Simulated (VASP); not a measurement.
A run of VASP 6.6.1 is set up as follows.

File INCAR:

```
ALGO = Normal
EDIFF = 1E-6
ENCUT = 520
GGA = PE
ISIF = 2
ISMEAR = 0
LASPH = T
LCHARG = F
LREAL = F
LWAVE = F
NBANDS = 34
NELM = 100
PREC = Accurate
SIGMA = 0.1
```

KPOINTS

```
k-points
0
Gamma
  6 6 2
```

Contents of POSCAR:

```
Ga2SnTe2
1.0
    4.2042499300      0.0000000000      0.0000000000
   -2.1021249600      3.6409872400      0.0000000000
    0.0000000000      0.0000000000      9.5026033300
Ga Sn Te
2 1 2
Direct
    0.0000000000      0.0000000000      0.2173692000
    0.0000000000      0.0000000000      0.7826308000
    0.0000000000      0.0000000000      0.5000000000
    0.3333333300      0.6666666700      0.1269375000
    0.6666666700      0.3333333300      0.8730625000
```

Potentials or basis: VASP PAW PBE potentials, release 64 (Ga_d, Sn_d, Te).

Command:

```console
$ cat potpaw_PBE.64/Ga_d/POTCAR potpaw_PBE.64/Sn_d/POTCAR potpaw_PBE.64/Te/POTCAR > POTCAR
$ mpirun -np 1 vasp_std > vasp.out
```

Q: Predict the largest force.

A: 1.599 eV/Å.

Q: Predict the pressure.

A: 6.0 GPa.

Q: Predict the band gap on the k mesh.

A: Zero (bands 26 and 27 overlap by 1.26 eV).

Stress tensor (GPa, compression positive):
```
5.49 0.00 0.00
0.00 5.49 0.00
0.00 0.00 7.06
```

Caveat: the cell stands under pressure; spin-orbit coupling is left out, which moves the levels of the heavy elements; forces of over 1 eV/Å act on the atoms, so gaps and moduli don't describe the material at rest.
